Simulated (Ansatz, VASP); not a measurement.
## K in VASP and in Ansatz

```xyz
2
Lattice="-2.6417 2.6417 2.6417 2.6417 -2.6417 2.6417 5.2834 5.2834 0.0000" Properties=species:S:1:pos:R:3 pbc="T T T"
K     0.0000    0.0000    0.0000
K     2.6417    2.6417    2.6417
```

Alike in both runs: task single point; functional PBE; k mesh 10 × 10 × 6; occupations fermi-dirac, width 0.05 eV; no spin polarisation.

```csv
,VASP,Ansatz
version,VASP 6.6.1,Ansatz 0.2.0
potentials or method,"VASP PAW PBE potentials, release 64 (K_sv), cutoff 520 eV","all-electron LAPW, scalar-relativistic"
```

|  | VASP | Ansatz | Ansatz less VASP |
| --- | --- | --- | --- |
| pressure (GPa) | 0.0 | 0.0 | +0.01 |

Ansatz ran all-electron here, and VASP with PAW potentials.
